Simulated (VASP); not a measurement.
A run of VASP 6.6.1 is set up as follows.

The input POSCAR:

```
MgO
1.0
    3.1238063140      0.0000000000      0.0000000000
   -1.5619031570      2.7052956244      0.0000000000
    0.0000000000      0.0000000000      5.3075605388
Mg O
2 2
Direct
    0.3333333333      0.6666666667      0.0027333060
    0.6666666667      0.3333333333      0.5027333060
    0.3333333333      0.6666666667      0.3722666940
    0.6666666667      0.3333333333      0.8722666940
```

The input INCAR.step1:

```
SYSTEM = MgO
ALGO     = Normal         ! electronic algorithm
EDIFF    = 1E-4           ! SCF threshold, eV
ENCUT    = 520            ! plane-wave cutoff, eV
GGA      = PE             ! functional
ISMEAR   = 0              ! smearing method
LASPH    = .True.         ! aspherical terms in the spheres
LCHARG   = .False.        ! write CHGCAR
LREAL    = .False.        ! projectors in reciprocal space
LWAVE    = .True.         ! write WAVECAR
NBANDS   = 16             ! bands
NELM     = 60             ! most SCF steps
PREC     = Accurate       ! precision mode
SIGMA    = 0.01           ! smearing width, eV
```

File INCAR.step2:

```
SYSTEM = MgO
ALGO     = Normal         ! electronic algorithm
EDIFF    = 1E-6           ! SCF threshold, eV
ENCUT    = 520            ! plane-wave cutoff, eV
ISIF     = 2              ! what is computed and relaxed
ISMEAR   = 0              ! smearing method
ISTART   = 1            
LASPH    = .True.         ! aspherical terms in the spheres
LCHARG   = .True.         ! write CHGCAR
LELF     = .True.         ! ELF
LMIXTAU  = .True.       
LREAL    = .False.        ! projectors in reciprocal space
LVHAR    = .True.       
LWAVE    = .False.        ! write WAVECAR
METAGGA  = R2SCAN         ! meta-GGA
NBANDS   = 16             ! bands
NELM     = 60             ! most SCF steps
PREC     = Accurate       ! precision mode
SIGMA    = 0.01           ! smearing width, eV
```

File KPOINTS:

```
k-points
0
Gamma
  12 12 6
  0 0 0
```

Potentials or basis: VASP PAW PBE potentials, release 64 (Mg, O).

Launch:

```console
$ cat potpaw_PBE.64/Mg/POTCAR potpaw_PBE.64/O/POTCAR > POTCAR
$ cp INCAR.step1 INCAR
$ mpirun -np 1 vasp_std > vasp.out
$ cp INCAR.step2 INCAR
$ mpirun -np 1 vasp_std > vasp.out
```

Problem. Predict the band gap on the k mesh.

Solution. 4.64 eV, direct.

Problem. Estimate the pressure.

Solution. 7.5 GPa.

Stress tensor (GPa, compression positive):
```
11.54  0.00  0.00
 0.00 11.54  0.00
 0.00  0.00 -0.53
```

Caveat: the cell differs from its parent crystal (epitaxial xy strain -5.0%); the PAW data sets were made with another functional, which shifts forces and pressure a little. A k mesh can miss the band edges.
